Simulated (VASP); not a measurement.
# SiO2 (I-42d) in VASP: a series of runs

Runs on SiO2. Level: LDA. Tasks: single point, relaxation of cell and atoms.

Program: VASP 6.6.1. These are calculated values, not measurements. Logs are shortened: lines on timing, memory, paths and dates and some standing lists are left out, and cuts for length are marked.

## 1. The cell of the first run

Symmetry: I-42d, No. 122, tetragonal system. Conventional cell: a = 4.931 Å, b = 4.931 Å, c = 7.283 Å, α = 90.00°, β = 90.00°, γ = 90.00°. Si (site symmetry -4) has 4 O at 1.61 Å within 2.1 Å. Within 2.1 Å of O (site symmetry 2) lie 2 Si at 1.61 Å.

## 2. Single point, LDA

INCAR reads:

```
SYSTEM = SiO2
PREC = Accurate ; ENCUT = 520
EDIFF = 1E-7 ; ISMEAR = 0
SIGMA = 0.02 ; LREAL = .FALSE.
LASPH = .TRUE. ; NELM = 80
ALGO = Normal ; ISIF = 2
LWAVE = .FALSE. ; LCHARG = .TRUE.
GGA = CA ; LELF = .TRUE.
LVHAR = .TRUE. ; NBANDS = 25
```

KPOINTS reads:

```
regular mesh
0
G
  6 6 6
  0 0 0
```

POSCAR reads:

```
SiO2
1.0
   -2.4652848075      2.4652848075      3.6414543338
    2.4652848075     -2.4652848075      3.6414543338
    2.4652848075      2.4652848075     -3.6414543338
Si O
2 4
Direct
    0.0000000000      0.0000000000      0.0000000000
    0.7500000000      0.2500000000      0.5000000000
    0.9736091614      0.6250000000      0.8486091614
    0.3750000000      0.2236091614      0.3486091614
    0.7763908386      0.1250000000      0.1513908386
    0.8750000000      0.0263908386      0.6513908386
```

Potentials or basis: VASP PAW LDA potentials, release 64 (Si, O).

Started as:

```
cat potpaw_LDA.64/Si/POTCAR potpaw_LDA.64/O/POTCAR > POTCAR
mpirun -np 1 vasp_std > vasp.out
```

OUTCAR:

```text
SYSTEM = SiO2
   PREC = Accurate
   ENCUT = 520
   EDIFF = 1E-7
   ISMEAR = 0
   LREAL = .FALSE.
   LASPH = .TRUE.
   NELM = 80
   ISIF = 2
   GGA = CA

 ion  position               nearest neighbor table
   1  0.000  0.000  0.000-   3 1.61   5 1.61   6 1.61   4 1.61   2 3.06   2 3.06   2 3.06   2 3.06

   2  0.750  0.250  0.500-   4 1.61   5 1.61   6 1.61   3 1.61   1 3.06   1 3.06   1 3.06   1 3.06

   3  0.974  0.625  0.849-   1 1.61   2 1.61
   4  0.375  0.224  0.349-   2 1.61   1 1.61
   5  0.776  0.125  0.151-   1 1.61   2 1.61
   6  0.875  0.026  0.651-   1 1.61   2 1.61

  LATTYP: Found a body centered tetragonal cell.
 ALAT       =     4.9305696150
 C/A-ratio  =     1.4770927573

  Lattice vectors:

 A1 = (  -2.4652848075,   2.4652848075,   3.6414543338)
 A2 = (   2.4652848075,  -2.4652848075,   3.6414543338)
 A3 = (   2.4652848075,   2.4652848075,  -3.6414543338)

Analysis of symmetry for initial positions (statically):
=====================================================================
 Subroutine PRICEL returns:
 Original cell was already a primitive cell.

 Routine SETGRP: Setting up the symmetry group for a
 body centered tetragonal supercell.

 Subroutine GETGRP returns: Found  8 space group operations
 (whereof  4 operations were pure point group operations)
 out of a pool of 16 trial point group operations.

The static configuration has the point symmetry S_4 .
 The point group associated with its full space group is D_2d.

Analysis of symmetry for dynamics (positions and initial velocities):
=====================================================================
 Subroutine PRICEL returns:
 Original cell was already a primitive cell.

 Routine SETGRP: Setting up the symmetry group for a
 body centered tetragonal supercell.

 Subroutine GETGRP returns: Found  8 space group operations
 (whereof  4 operations were pure point group operations)
 out of a pool of 16 trial point group operations.

The dynamic configuration has the point symmetry S_4 .
 The point group associated with its full space group is D_2d.

 Subroutine INISYM returns: Found  8 space group operations
 (whereof  4 operations are pure point group operations),
 and found     1 'primitive' translations

----------------------------------------------------------------------------------------

                                     Primitive cell

  volume of cell :      88.5256

  direct lattice vectors                    reciprocal lattice vectors
    -2.465284807  2.465284807  3.641454334     0.000000000  0.202816323  0.137307777
     2.465284807 -2.465284807  3.641454334     0.202816323  0.000000000  0.137307777
     2.465284807  2.465284807 -3.641454334     0.202816323  0.202816323  0.000000000

  length of vectors
     5.041373625  5.041373625  5.041373625     0.244924247  0.244924247  0.286825595

  position of ions in fractional coordinates (direct lattice)
     0.000000000  0.000000000  0.000000000
     0.750000000  0.250000000  0.500000000
     0.973609161  0.625000000  0.848609161
     0.375000000  0.223609161  0.348609161
     0.776390839  0.125000000  0.151390839
     0.875000000  0.026390839  0.651390839

  ion indices of the primitive-cell ions
   primitive index   ion index
                 1           1
                 2           2
                 3           3
                 4           4
                 5           5
                 6           6

----------------------------------------------------------------------------------------

 KPOINTS: regular mesh

Automatic generation of k-mesh.
 Grid dimensions read from file:
 generate k-points for:    6    6    6

 Generating k-lattice:

  Cartesian coordinates                     Fractional coordinates (reciprocal lattice)
     0.000000000  0.033802721  0.022884630     0.166666667  0.000000000  0.000000000
     0.033802721  0.000000000  0.022884630     0.000000000  0.166666667  0.000000000
     0.033802721  0.033802721  0.000000000     0.000000000  0.000000000  0.166666667

  Length of vectors
     0.040820708  0.040820708  0.047804266

  Shift w.r.t. Gamma in fractional coordinates (k-lattice)
     0.000000000  0.000000000  0.000000000

 Subroutine IBZKPT returns following result:
 ===========================================

 Found     30 irreducible k-points:

 Following reciprocal coordinates:
            Coordinates               Weight
  0.000000  0.000000  0.000000      1.000000
  0.166667  0.000000  0.000000      8.000000
  0.333333 -0.000000  0.000000      8.000000
  0.500000 -0.000000  0.000000      4.000000
  0.166667  0.166667 -0.000000      8.000000
  0.333333  0.166667  0.000000     16.000000
[... 16 lines left out ...]
 -0.333333 -0.333333  0.166667      8.000000
 -0.166667 -0.333333  0.166667      8.000000
 [... further k-points ...]
   k-points           NKPTS =     30   k-points in BZ     NKDIM =     30   number of bands    NBANDS=     25
   number of dos      NEDOS =    301   number of ions     NIONS =      6
   total plane-waves  NPLWV =  64000
   dimension x,y,z NGX =    40 NGY =   40 NGZ =   40
   dimension x,y,z NGXF=    80 NGYF=   80 NGZF=   80
   ions per type =               2   4
   NGX,Y,Z   is equivalent  to a cutoff of  13.19, 13.19, 13.19 a.u.
   NGXF,Y,Z  is equivalent  to a cutoff of  26.38, 26.38, 26.38 a.u.
 SYSTEM =  SiO2
   PREC   = accura    normal or accurate (medium, high low for compatibility)
   ISTART =      0    job   : 0-new  1-cont  2-samecut
   ICHARG =      2    charge: 1-file 2-atom 10-const
   ISPIN  =      1    spin polarized calculation?
   LNONCOLLINEAR =      F non collinear calculations
   LSORBIT =      F    spin-orbit coupling
   LASPH  =      T    aspherical Exc in radial PAW
   ENCUT  =  520.0 eV  38.22 Ry    6.18 a.u.   9.37  9.37  9.37*2*pi/ulx,y,z
   NELM   =     80;   NELMIN=  2; NELMDL= -5     # of ELM steps
   EDIFF  = 0.1E-06   stopping-criterion for ELM
   LREAL  =      F    real-space projection
   EDIFFG = 0.1E-05   stopping-criterion for IOM
   NSW    =      0    number of steps for IOM
   IBRION =     -1    ionic relax: 0-MD 1-quasi-New 2-CG
   NFREE  =      0    steps in history (QN), initial steepest desc. (CG)
   ISIF   =      2    stress and relaxation
   ISYM   =      2    0-nonsym 1-usesym 2-fastsym
   POTIM  = 0.5000    time-step for ionic-motion
   TEBEG  =    0.0;   TEEND  =   0.0 temperature during run
   PSTRESS=    0.0 pullay stress
   NELECT =      32.0000    total number of electrons
   NUPDOWN=      -1.0000    fix difference up-down
   EMIN   =  10.00;   EMAX   =-10.00  energy-range for DOS
   EFERMI =   0.00;   METHOD = LEGACY
   ISMEAR =     0;   SIGMA  =   0.02  broadening in eV -4-tet -1-fermi 0-gaus
   EFERMI_NEDOS =   21; number of points for ismear=-14 and -15
   IALGO  =     38    algorithm
   IMIX   =      4    mixing-type and parameters
     AMIX     =   0.40;   BMIX     =  1.00
     AMIX_MAG =   1.60;   BMIX_MAG =  1.00
  volume/ion in A,a.u.               =      14.75        99.57
  Fermi-wavevector in a.u.,A,eV,Ry     =   1.166188  2.203775 18.503840  1.359994
  Thomas-Fermi vector in A             =   2.302704
   LORBIT       =      0    0 simple, 1 ext, 2 COOP (PROOUT), +10 PAW based schemes
   GGA     = CA    functional components
   LHFCALC =     F    Hartree Fock is set to
   AEXX    =    0.0000 exact exchange contribution
   IVDW    =     0    specifies the selected vdW correction
   LEPSILON=     F    determine dielectric tensor
   LRPA    =     F    only Hartree local field effects (RPA)
 non-spin polarized calculation
 Gauss-broadening in eV      SIGMA  =   0.02
  energy-cutoff  :      520.00
  volume of cell :       88.53
 maximum number of plane-waves:      2396
 NGX is ok and might be reduce to    40
   NGX = 19   NGY = 19   NGZ = 19

 number of electron      32.0000008 magnetization

 Free energy of the ion-electron system (eV)
  ---------------------------------------------------
  ext. energy  EPLUGINS =         0.00000000
  ---------------------------------------------------
  free energy    TOTEN  =       -51.87631169 eV

  energy without entropy =      -51.87631169  energy(sigma->0) =      -51.87631169

 E-fermi :  -0.4946     XC(G=0):  -8.8001

 val. band max:       -0.6013655885   @ k =   0.0000   0.0000   0.0000
 cond. band min:       5.1578257560   @ k =   0.0000   0.0000   0.0000
 fundamental gap:      5.7591913445
 Fermi energy:        -0.4946151520

 k-point     1 :       0.0000    0.0000    0.0000
  band No.  band energies     occupation
      1     -19.6189      2.00000
      2     -17.4349      2.00000
      3     -17.4349      2.00000
      4     -17.3703      2.00000
      5      -9.8760      2.00000
      6      -6.1973      2.00000
[... 17 lines left out ...]
     24      12.1655      0.00000
     25      12.8521      0.00000

 k-point     2 :       0.1667    0.0000    0.0000
  band No.  band energies     occupation
      1     -19.5329      2.00000
      2     -17.5703      2.00000
      3     -17.4405      2.00000
      4     -17.3928      2.00000
      5      -9.6560      2.00000
      6      -6.2582      2.00000
[... 17 lines left out ...]
     24      12.1942      0.00000
     25      12.6777      0.00000

 k-point     3 :       0.3333   -0.0000    0.0000
  band No.  band energies     occupation
      1     -19.3144      2.00000
      2     -17.9118      2.00000
      3     -17.4499      2.00000
      4     -17.4081      2.00000
      5      -9.1600      2.00000
      6      -6.4797      2.00000
[... 552 lines left out ...]
 k-point    23 :      -0.3333   -0.3333    0.1667
  band No.  band energies     occupation
      1     -19.1007      2.00000
      2     -18.1731      2.00000
      3     -17.4666      2.00000
      4     -17.4480      2.00000
      5      -8.6370      2.00000
      6      -6.8727      2.00000
[... 17 lines left out ...]
     24      12.4959      0.00000
     25      13.0197      0.00000

 k-point    24 :      -0.1667   -0.3333    0.1667
  band No.  band energies     occupation
      1     -19.3167      2.00000
      2     -17.8811      2.00000
      3     -17.4541      2.00000
      4     -17.4405      2.00000
      5      -9.1128      2.00000
      6      -6.4615      2.00000
[... 17 lines left out ...]
     24      12.3289      0.00000
     25      12.8527      0.00000

 [... further k-points ...]

------------------------ aborting loop because EDIFF is reached ----------------------------------------

  FORCE on cell =-STRESS in cart. coord.  units (eV):
  Direction    XX          YY          ZZ          XY          YZ          ZX
  --------------------------------------------------------------------------------------
  -------------------------------------------------------------------------------------
  Total        0.2909129      0.2909129      0.3227630      0.0000000      0.0000000      0.0000000
  in kB        5.2650737      5.2650737      5.8415117      0.0000000      0.0000000      0.0000000
  external PRESSURE =       5.4572197 kB  Pullay stress =       0.0000000 kB

 VOLUME and BASIS-vectors are now :
 -----------------------------------------------------------------------------
  energy-cutoff  :      520.00
  volume of cell :       88.53
      direct lattice vectors                 reciprocal lattice vectors
    -2.465284807  2.465284807  3.641454334     0.000000000  0.202816323  0.137307777
     2.465284807 -2.465284807  3.641454334     0.202816323  0.000000000  0.137307777
     2.465284807  2.465284807 -3.641454334     0.202816323  0.202816323  0.000000000

 POSITION                                       TOTAL-FORCE (eV/Angst)
 -----------------------------------------------------------------------------------
      0.00000      0.00000      0.00000        -0.000000      0.000000      0.000000
      0.00000      2.46528      1.82073         0.000000      0.000000      0.000000
      1.23264      2.95148      2.73109        -0.000000      0.027860     -0.000000
      0.48620      1.23264      0.91036         0.027860      0.000000     -0.000000
     -1.23264      1.97909      2.73109         0.000000     -0.027860      0.000000
     -0.48620      3.69793      0.91036        -0.027860      0.000000      0.000000
 -----------------------------------------------------------------------------------
    total drift:                                0.000001      0.000001      0.000000

  FREE ENERGIE OF THE ION-ELECTRON SYSTEM (eV)
  ---------------------------------------------------
  free  energy   TOTEN  =       -51.8763116946 eV

  energy  without entropy=      -51.8763116946  energy(sigma->0) =      -51.87631169
```

It took 55 s on 1 thread of Intel Xeon 6975P-C (Granite Rapids), shared host; peak memory 0.21 GiB.

Results:

```yaml
Free_energy: -51.8763 eV
Pressure: 0.5 GPa
Largest_force: 0.028 eV/Å
Band_gap_on_the_k_mesh: 5.76 eV, direct
```

Forces in eV/Å, atoms in the order of the input:
```
Si   0.000  0.000  0.000
Si   0.000  0.000  0.000
O    0.000  0.028  0.000
O    0.028  0.000  0.000
O    0.000 -0.028  0.000
O   -0.028  0.000  0.000
```

(Continued in part 2 of 2.)
